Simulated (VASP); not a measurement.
# Si in VASP: a series of runs, part 2 of 2

VASP 6.6.1. The steps go on from the part before.

## 3. Electric field gradients, LDA (12.78 Å³/atom)

Contents of INCAR:

```
PREC     = Accurate       # precision mode
ENCUT    = 520            # plane-wave cutoff, eV
EDIFF    = 1E-8           # SCF threshold, eV
ISMEAR   = -1             # smearing method
SIGMA    = 0.05           # smearing width, eV
LREAL    = F              # projectors in reciprocal space
LASPH    = T              # aspherical terms in the spheres
NELM     = 100            # most SCF steps
ALGO     = Normal         # electronic algorithm
ISIF     = 2              # what is computed and relaxed
LWAVE    = F              # write WAVECAR
LCHARG   = F              # write CHGCAR
LEFG     = T            
NBANDS   = 11             # bands
```

Contents of KPOINTS:

```
regular mesh
0
Gamma
  16 16 16
```

Contents of POSCAR:

```
Si
1.0
   -2.2050483307      2.3201496985      1.2489722886
    2.2050483307     -2.3201496985      1.2489722886
    2.2050483307      2.3201496985     -1.2489722886
Si
2
Direct
    0.8070000000      0.5570000000      0.2500000000
    0.1930000000      0.4430000000      0.7500000000
```

Potentials or basis: VASP PAW LDA potentials, release 64 (Si).

On the command line:

```console
$ cat potpaw_LDA.64/Si/POTCAR > POTCAR
$ mpirun -np 1 vasp_std > vasp.out
```

OUTCAR:

```text
PREC = Accurate
   ENCUT = 520
   EDIFF = 1E-8
   ISMEAR = -1
   LREAL = F
   LASPH = T
   NELM = 100
   ISIF = 2

 ion  position               nearest neighbor table
   1  0.807  0.557  0.250-   2 2.34   2 2.34   2 2.41   2 2.41   2 2.69   2 2.69
   2  0.193  0.443  0.750-   1 2.34   1 2.34   1 2.41   1 2.41   1 2.69   1 2.69

  LATTYP: Found a body centered orthorhombic cell.
 ALAT       =     2.4979445772
 B/A-ratio  =     1.7654901961
 C/A-ratio  =     1.8576470588

  Lattice vectors:

 A1 = (   2.2050483307,  -2.3201496985,   1.2489722886)
 A2 = (  -2.2050483307,  -2.3201496985,  -1.2489722886)
 A3 = (   2.2050483307,   2.3201496985,  -1.2489722886)

Analysis of symmetry for initial positions (statically):
=====================================================================
 Subroutine PRICEL returns:
 Original cell was already a primitive cell.

 Routine SETGRP: Setting up the symmetry group for a
 body centered orthorhombic supercell.

 Subroutine GETGRP returns: Found  8 space group operations
 (whereof  4 operations were pure point group operations)
 out of a pool of  8 trial point group operations.

The static configuration has the point symmetry C_2h.
 The point group associated with its full space group is D_2h.

Analysis of symmetry for dynamics (positions and initial velocities):
=====================================================================
 Subroutine PRICEL returns:
 Original cell was already a primitive cell.

 Routine SETGRP: Setting up the symmetry group for a
 body centered orthorhombic supercell.

 Subroutine GETGRP returns: Found  8 space group operations
 (whereof  4 operations were pure point group operations)
 out of a pool of  8 trial point group operations.

[... 166 lines left out ...]
      9      22.6951      0.00000
     10      22.8580      0.00000
     11      23.8698      0.00000
[... 309 lines left out ...]
 k-point    24 :      -0.1250    0.0625    0.0000
  band No.  band energies     occupation
      1      -3.5798      2.00000
      2       7.3268      2.00000
      3       8.6953      2.00000
      4      11.1338      1.99947
      5      13.4427      0.00000
      6      17.6265      0.00000
      7      20.1226      0.00000
      8      21.4146      0.00000
      9      21.9695      0.00000
     10      22.8748      0.00000
     11      24.3656      0.00000

 [... further k-points ...]
[... 5 lines left out ...]
  --------------------------------------------------------------------------------------
  -------------------------------------------------------------------------------------
  Total        3.3585991      4.0122709      3.3631450      0.0000000     -0.0000000      0.0000000
  in kB      210.5338053    251.5092207    210.8187659      0.0000000     -0.0000000      0.0000000
  external PRESSURE =     224.2872640 kB  Pullay stress =       0.0000000 kB

 VOLUME and BASIS-vectors are now :
 -----------------------------------------------------------------------------
  energy-cutoff  :      520.00
  volume of cell :       25.56
      direct lattice vectors                 reciprocal lattice vectors
    -2.205048331  2.320149698  1.248972289     0.000000000  0.215503336  0.400329138
     2.205048331 -2.320149698  1.248972289     0.226752400  0.000000000  0.400329138
     2.205048331  2.320149698 -1.248972289     0.226752400  0.215503336  0.000000000

 POSITION                                       TOTAL-FORCE (eV/Angst)
 -----------------------------------------------------------------------------------
     -0.00000      1.16007      1.39136        -0.000000     -0.000000     -0.045668
      2.20505      1.16007     -0.14238         0.000000      0.000000      0.045668
 -----------------------------------------------------------------------------------
    total drift:                                0.000000     -0.000000     -0.000000

  FREE ENERGIE OF THE ION-ELECTRON SYSTEM (eV)
  ---------------------------------------------------
  free  energy   TOTEN  =       -11.2512722990 eV

  energy  without entropy=      -11.2453072065  energy(sigma->0) =      -11.24828975

 Electric field gradients (V/A^2)
---------------------------------------------------------------------
 ion       V_xx      V_yy      V_zz      V_xy      V_xz      V_yz
---------------------------------------------------------------------
   1      10.844   -28.183    17.339     0.000     0.000     0.000
   2      10.844   -28.183    17.339     0.000     0.000     0.000
---------------------------------------------------------------------

 Electric field gradients after diagonalization (V/A^2)
 (convention: |V_zz| > |V_xx| > |V_yy|)
----------------------------------------------------------------------
 ion       V_xx      V_yy      V_zz     asymmetry (V_yy - V_xx)/ V_zz
----------------------------------------------------------------------
   1      17.339    10.844   -28.183       0.230
   2      17.339    10.844   -28.183       0.230
----------------------------------------------------------------------

           NMR quadrupolar parameters

 Cq : quadrupolar parameter    Cq=e*Q*V_zz/h
 eta: asymmetry parameters     (V_yy - V_xx)/ V_zz
 Q  : nuclear electric quadrupole moment in mb (millibarn)
----------------------------------------------------------------------
 ion       Cq(MHz)       eta       Q (mb)
----------------------------------------------------------------------
   1      -0.068       0.230       1.000
   2      -0.068       0.230       1.000
----------------------------------------------------------------------
```

stdout:

```text
POSCAR found type information on POSCAR Si
 POSCAR found :  1 types and       2 ions
 scaLAPACK will be used
 LDA part: xc-table for (Slater(with rela. corr.)+CA(PZ))
 , standard interpolation
 POSCAR, INCAR and KPOINTS ok, starting setup
 FFT: planning ... GRIDC
 FFT: planning ... GRID_SOFT
 FFT: planning ... GRID
 WAVECAR not read
 entering main loop
ion   1

ion   2
```

Run time: 3.8 min. Hardware: 1 thread of Intel Xeon 8259CL, shared host; peak memory 0.24 GiB.

What came out:

```
Free energy                             : -11.2513 eV
Pressure                                : 22.4 GPa
Largest force                           : 0.046 eV/Å
Band gap on the k mesh                  : zero (bands 4 and 5 overlap by 7.80 eV)
Largest electric field gradient by atom : Si -28.2 V/Å²
```

Forces in eV/Å, atoms in the order of the input:
```
Si   0.000  0.000 -0.046
Si   0.000  0.000  0.046
```

Stress tensor (GPa, compression positive):
```
21.05  0.00  0.00
 0.00 25.15  0.00
 0.00  0.00 21.08
```

Levels at points of the mesh, in eV from the Fermi level:
```
           k point  band 1  band 2  band 3  band 4  band 5  band 6  band 7  band 8
(0.00, 0.00, 0.00)  -15.35   -3.10   -2.58   -1.48    0.84    7.87    9.56   10.42
(0.50, 0.00, 0.00)   -8.17   -7.94   -1.82   -1.47   -1.24   -0.12    5.11    5.40
(0.00, 0.50, 0.00)   -8.04   -7.68   -2.94   -2.29   -1.25    0.84    5.45    6.33
(0.50, 0.50, 0.00)  -11.86  -11.86    0.11    0.11    3.05    3.05    9.07    9.07
(0.50, 0.50, 0.50)   -9.44   -8.35   -8.09   -7.79    6.01    6.62   14.98   15.50
```

Electric field gradients, principal values (V/Å²):
```csv
atom,least,middle,greatest (by size)
1 Si,10.844,17.339,-28.183
2 Si,10.844,17.339,-28.183
```

Caveat: the cell stands under pressure; without QUAD_EFG the Cq values of the log hold for a quadrupole moment of 1 mb, not for the nuclei.

## 4. Electric field gradients, LDA (equal xy, yz and zx shear strains of -2 %)

Contents of INCAR:

```
PREC = Accurate
ENCUT = 520
EDIFF = 1E-8
ISMEAR = -1
SIGMA = 0.05
LREAL = False
LASPH = True
NELM = 80
ALGO = Normal
ISIF = 2
LWAVE = False
LCHARG = False
GGA = CA
LEFG = True
NBANDS = 11
```

Contents of KPOINTS:

```
Automatic mesh
0
Gamma
  16 16 16
```

Contents of POSCAR:

```
Si
1.0
   -2.2874350000      2.3782600000      1.2738250000
    2.2619350000     -2.4037600000      1.2761750000
    2.2400650000      2.3587400000     -1.3211950000
Si
2
Direct
    0.8070000000      0.5570000000      0.2500000000
    0.1930000000      0.4430000000      0.7500000000
```

Potentials or basis: VASP PAW LDA potentials, release 64 (Si).

On the command line:

```console
$ cat potpaw_LDA.64/Si/POTCAR > POTCAR
$ mpirun -np 1 vasp_std > vasp.out
```

OUTCAR:

```text
PREC = Accurate
   ENCUT = 520
   EDIFF = 1E-8
   ISMEAR = -1
   LREAL = False
   LASPH = True
   NELM = 80
   ISIF = 2
   GGA = CA

 ion  position               nearest neighbor table
   1  0.807  0.557  0.250-   2 2.38   2 2.39   2 2.44   2 2.47   2 2.72   2 2.77
   2  0.193  0.443  0.750-   1 2.38   1 2.39   1 2.44   1 2.47   1 2.72   1 2.77

  LATTYP: Found a triclinic cell.
 ALAT       =     3.5371046970
 B/A-ratio  =     1.2729196796
 C/A-ratio  =     0.7210007070
 COS(alpha) =     0.0198960208
 COS(beta)  =     0.3598393563
 COS(gamma) =     0.6569563777

  Lattice vectors:

 A1 = (  -2.2874350000,   2.3782600000,   1.2738250000)
 A2 = (  -4.5020000000,   0.0450200000,   0.0450200000)
 A3 = (  -0.0255000000,  -0.0255000000,   2.5500000000)

Analysis of symmetry for initial positions (statically):
=====================================================================
 Subroutine PRICEL returns:
 Original cell was already a primitive cell.

 Routine SETGRP: Setting up the symmetry group for a
 triclinic supercell.

 Subroutine GETGRP returns: Found  2 space group operations
 (whereof  2 operations were pure point group operations)
 out of a pool of  2 trial point group operations.

The static configuration has the point symmetry S_2 .

Analysis of symmetry for dynamics (positions and initial velocities):
=====================================================================
 Subroutine PRICEL returns:
 Original cell was already a primitive cell.

 Routine SETGRP: Setting up the symmetry group for a
 triclinic supercell.

 Subroutine GETGRP returns: Found  2 space group operations
 (whereof  2 operations were pure point group operations)
 out of a pool of  2 trial point group operations.

[... 166 lines left out ...]
     11      22.5473      0.00000
[... 309 lines left out ...]
 k-point    24 :      -0.1250    0.0625    0.0000
  band No.  band energies     occupation
      1      -3.8785      2.00000
      2       6.3947      2.00000
      3       8.1253      2.00000
      4      10.2586      1.99935
      5      12.6491      0.00000
      6      16.5877      0.00000
      7      18.9892      0.00000
      8      19.7584      0.00000
      9      20.7657      0.00000
     10      21.5886      0.00000
     11      22.9057      0.00000

 [... further k-points ...]
[... 5 lines left out ...]
  --------------------------------------------------------------------------------------
  -------------------------------------------------------------------------------------
  Total        1.7000363      2.1527266      1.7326647      0.2849158      0.2738702      0.1926517
  in kB      100.2030415    126.8853775    102.1262140     16.7934232     16.1423746     11.3552193
  external PRESSURE =     109.7382110 kB  Pullay stress =       0.0000000 kB

 VOLUME and BASIS-vectors are now :
 -----------------------------------------------------------------------------
  energy-cutoff  :      520.00
  volume of cell :       27.18
      direct lattice vectors                 reciprocal lattice vectors
    -2.287435000  2.378260000  1.273825000     0.006094776  0.215108711  0.394368898
     2.261935000 -2.403760000  1.276175000     0.226130364  0.006206106  0.394480227
     2.240065000  2.358740000 -1.321195000     0.224301178  0.213390855  0.004376920

 POSITION                                       TOTAL-FORCE (eV/Angst)
 -----------------------------------------------------------------------------------
     -0.02605      1.17005      1.40851        -0.055783      0.023067      0.014937
      2.24061      1.16319     -0.17970         0.055783     -0.023067     -0.014937
 -----------------------------------------------------------------------------------
    total drift:                                0.000000     -0.000000     -0.000000

  FREE ENERGIE OF THE ION-ELECTRON SYSTEM (eV)
  ---------------------------------------------------
  free  energy   TOTEN  =       -11.4109543578 eV

  energy  without entropy=      -11.4052005710  energy(sigma->0) =      -11.40807746

 Electric field gradients (V/A^2)
---------------------------------------------------------------------
 ion       V_xx      V_yy      V_zz      V_xy      V_xz      V_yz
---------------------------------------------------------------------
   1      10.064   -26.549    16.485    -0.097    -1.998    -0.057
   2      10.064   -26.549    16.485    -0.097    -1.998    -0.057
---------------------------------------------------------------------

 Electric field gradients after diagonalization (V/A^2)
 (convention: |V_zz| > |V_xx| > |V_yy|)
----------------------------------------------------------------------
 ion       V_xx      V_yy      V_zz     asymmetry (V_yy - V_xx)/ V_zz
----------------------------------------------------------------------
   1      17.055     9.494   -26.549       0.285
   2      17.055     9.494   -26.549       0.285
----------------------------------------------------------------------

           NMR quadrupolar parameters

 Cq : quadrupolar parameter    Cq=e*Q*V_zz/h
 eta: asymmetry parameters     (V_yy - V_xx)/ V_zz
 Q  : nuclear electric quadrupole moment in mb (millibarn)
----------------------------------------------------------------------
 ion       Cq(MHz)       eta       Q (mb)
----------------------------------------------------------------------
   1      -0.064       0.285       1.000
   2      -0.064       0.285       1.000
----------------------------------------------------------------------
```

stdout:

```text
POSCAR found type information on POSCAR Si
 POSCAR found :  1 types and       2 ions
 scaLAPACK will be used
 LDA part: xc-table for (Slater(with rela. corr.)+CA(PZ))
 , standard interpolation
 POSCAR, INCAR and KPOINTS ok, starting setup
 FFT: planning ... GRIDC
 FFT: planning ... GRID_SOFT
 FFT: planning ... GRID
 WAVECAR not read
 entering main loop
ion   1
     0.0000353    -0.0447125    -0.0363822    -0.8451216     0.1521189    -1.0531633
     0.0000487    -0.0447125    -0.0363822    -0.8451216     0.1521189    -1.0531633
     0.0000670    -0.0447125    -0.0363822    -0.8451216     0.1521189    -1.0531633
     0.0000923    -0.0447125    -0.0363822    -0.8451216     0.1521189    -1.0531633

     0.0000353     0.1628000     0.1260009   -12.7666988     1.8602492   -16.3191072
     0.0000487     0.1627998     0.1260007   -12.7666852     1.8602473   -16.3190897
     0.0000670     0.1627994     0.1260004   -12.7666625     1.8602440   -16.3190606
     0.0000923     0.1627987     0.1259999   -12.7666249     1.8602387   -16.3190125

ion   2
     0.0000353    -0.0447125    -0.0363822    -0.8451216     0.1521189    -1.0531633
     0.0000487    -0.0447125    -0.0363822    -0.8451216     0.1521189    -1.0531633
     0.0000670    -0.0447125    -0.0363822    -0.8451216     0.1521189    -1.0531633
     0.0000923    -0.0447125    -0.0363822    -0.8451216     0.1521189    -1.0531633

     0.0000353     0.1628000     0.1260009   -12.7666988     1.8602492   -16.3191072
     0.0000487     0.1627998     0.1260007   -12.7666852     1.8602473   -16.3190897
     0.0000670     0.1627994     0.1260004   -12.7666625     1.8602440   -16.3190606
     0.0000923     0.1627987     0.1259999   -12.7666249     1.8602387   -16.3190125
```

Wall time 10 min (1 thread of Intel Xeon Platinum 8259CL at 2.50GHz (Skylake/Cascade Lake), shared host); peak memory 0.54 GiB.

Results:

| Item | Value |
| --- | --- |
| Free energy | -11.4110 eV |
| Pressure | 11.0 GPa |
| Largest force | 0.062 eV/Å |
| Band gap on the k mesh | zero (bands 4 and 5 overlap by 7.46 eV) |
| Largest electric field gradient by atom | Si -26.5 V/Å² |

Forces in eV/Å, atoms in the order of the input:
```
Si  -0.056  0.023  0.015
Si   0.056 -0.023 -0.015
```

Stress tensor (GPa, compression positive):
```
10.02  1.68  1.14
 1.68 12.69  1.61
 1.14  1.61 10.21
```

Electric field gradients, principal values (V/Å²):
| atom | least | middle | greatest (by size) |
| --- | --- | --- | --- |
| 1 Si | 9.494 | 17.055 | -26.549 |
| 2 Si | 9.494 | 17.055 | -26.549 |

Caveat: the cell differs from its parent crystal (equal xy, yz and zx shear strains of -2 %); the cell stands under pressure; without QUAD_EFG the Cq values of the log hold for a quadrupole moment of 1 mb, not for the nuclei.
